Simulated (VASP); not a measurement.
Write the native input for VASP 6.6.1 that does the following.

* Task: single point
* Functional: PBE
* Potentials or basis: VASP PAW PBE potentials, release 64 (Ti_sv, Al)
* Cutoff: 520 eV
* k mesh: 15 × 15 × 6
* Occupations: gaussian, width 0.15 eV
* Spin: no spin polarisation
* Dipole correction: no
* Further INCAR settings: ALGO = Fast; EDIFF = 1e-06; NBANDS = 28

The structure of Ti3Al lies in POSCAR:

```
Ti3Al
1.0
    2.9297375378      0.0000000000      0.0000000000
   -1.4648687689      2.5372271341      0.0000000000
    0.0000000000      0.0000000000      9.2315308735
Ti Al
3 1
Direct
    0.5615909092      0.2001170377      0.0000000000
    0.3665097242      0.7087280898      0.7504575700
    0.3665097242      0.7087280898      0.2495424300
    0.7353637382      0.4204282981      0.5000000000
```

This cell differs from its parent crystal: atoms displaced along several vibrational modes.

The input as run:

INCAR

```
SYSTEM = Ti3Al
  ALGO = Fast
  EDIFF = 1E-6
  ENCUT = 520
  GGA = PE
  ISIF = 2
  ISMEAR = 0
  LASPH = .True.
  LCHARG = .False.
  LREAL = .False.
  LWAVE = .False.
  NBANDS = 28
  NELM = 80
  PREC = Accurate
  SIGMA = 0.15
```

KPOINTS

```
k-points
0
Gamma
  15 15 6
  0 0 0
```

Potentials or basis: VASP PAW PBE potentials, release 64 (Ti_sv, Al).

Run with:

```bash
$ cat potpaw_PBE.64/Ti_sv/POTCAR potpaw_PBE.64/Al/POTCAR > POTCAR
$ mpirun -np 1 vasp_std > vasp.out
```

Results of the run:

```yaml
Pressure: -0.5 GPa
Largest_force: 0.743 eV/Å
Band_gap_on_the_k_mesh: zero (an odd number of electrons rules out a gap without spin polarisation)
```

Caveat: the cell differs from its parent crystal (atoms displaced along several vibrational modes).

Run time: 20 min on 1 thread of Intel(R) Xeon(R) 6975P-C (Granite Rapids), with other jobs on the host, peak memory 0.75 GiB.
